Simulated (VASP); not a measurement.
Here is a VASP 6.6.1 calculation.

Contents of INCAR:

```
PREC = Accurate
ENCUT = 520
EDIFF = 1E-7
ISMEAR = 0
SIGMA = 0.1
LREAL = Auto
LASPH = True
NELM = 60
ALGO = Normal
ISIF = 2
LWAVE = False
LCHARG = False
GGA = PE
IBRION = 2
NSW = 65
EDIFFG = -0.025
LUSENCCL = False
```

Contents of KPOINTS:

```
regular mesh
0
Gamma
  4 4 4
```

File POSCAR:

```
Au
1.0
   -6.2368442493      6.2368442493      0.0000000000
   -6.2368442493      0.0000000000      6.2368442493
    0.0000000000      6.2368442493      6.2368442493
Au
26
Direct
    0.3333333333      0.0000000000      0.0000000000
    0.0000000000      0.3333333333      0.0000000000
    0.0000000000      0.0000000000      0.3333333333
    0.6666666667      0.0000000000      0.0000000000
    0.3333333333      0.3333333333      0.0000000000
    0.3333333333      0.0000000000      0.3333333333
    0.0000000000      0.6666666667      0.0000000000
    0.0000000000      0.3333333333      0.3333333333
    0.0000000000      0.0000000000      0.6666666667
    0.6666666667      0.3333333333      0.0000000000
    0.6666666667      0.0000000000      0.3333333333
    0.3333333333      0.6666666667      0.0000000000
    0.3333333333      0.3333333333      0.3333333333
    0.3333333333      0.0000000000      0.6666666667
    0.0000000000      0.6666666667      0.3333333333
    0.0000000000      0.3333333333      0.6666666667
    0.6666666667      0.6666666667      0.0000000000
    0.6666666667      0.3333333333      0.3333333333
    0.6666666667      0.0000000000      0.6666666667
    0.3333333333      0.6666666667      0.3333333333
    0.3333333333      0.3333333333      0.6666666667
    0.0000000000      0.6666666667      0.6666666667
    0.6666666667      0.6666666667      0.3333333333
    0.6666666667      0.3333333333      0.6666666667
    0.3333333333      0.6666666667      0.6666666667
    0.6666666667      0.6666666667      0.6666666667
```

Potentials or basis: VASP PAW PBE potentials, release 64 (Au).

Run with:

```console
$ cat potpaw_PBE.64/Au/POTCAR > POTCAR
$ mpirun -np 1 vasp_std > vasp.out
```

Q: Estimate the band gap on the k mesh.

A: Zero (bands 143 and 144 overlap by 2.26 eV).

Q: Predict the energy gained by relaxing.

A: 5.3 meV/atom.

Forces in eV/Å, atoms in the order of the input:
```
Au   0.001 -0.001  0.000
Au   0.001  0.000 -0.001
Au   0.000 -0.001 -0.001
Au  -0.001  0.001  0.000
Au   0.003  0.003  0.003
Au  -0.003 -0.003  0.003
Au  -0.001  0.000  0.001
Au  -0.003  0.003 -0.003
Au   0.000  0.001  0.001
Au   0.000  0.001 -0.001
Au  -0.001  0.000 -0.001
Au   0.000 -0.001  0.001
Au   0.003 -0.003 -0.003
Au   0.001  0.000  0.001
Au  -0.001 -0.001  0.000
Au   0.001  0.001  0.000
Au  -0.003 -0.003 -0.003
Au   0.000  0.000  0.009
Au   0.003  0.003 -0.003
Au   0.000  0.009  0.000
Au  -0.009  0.000  0.000
Au   0.003 -0.003  0.003
Au   0.009  0.000  0.000
Au   0.000 -0.009  0.000
Au   0.000  0.000 -0.009
Au  -0.003  0.003  0.003
```

Caveat: the cell differs from its parent crystal (atoms taken out); spin-orbit coupling is left out, which moves the levels of the heavy elements.
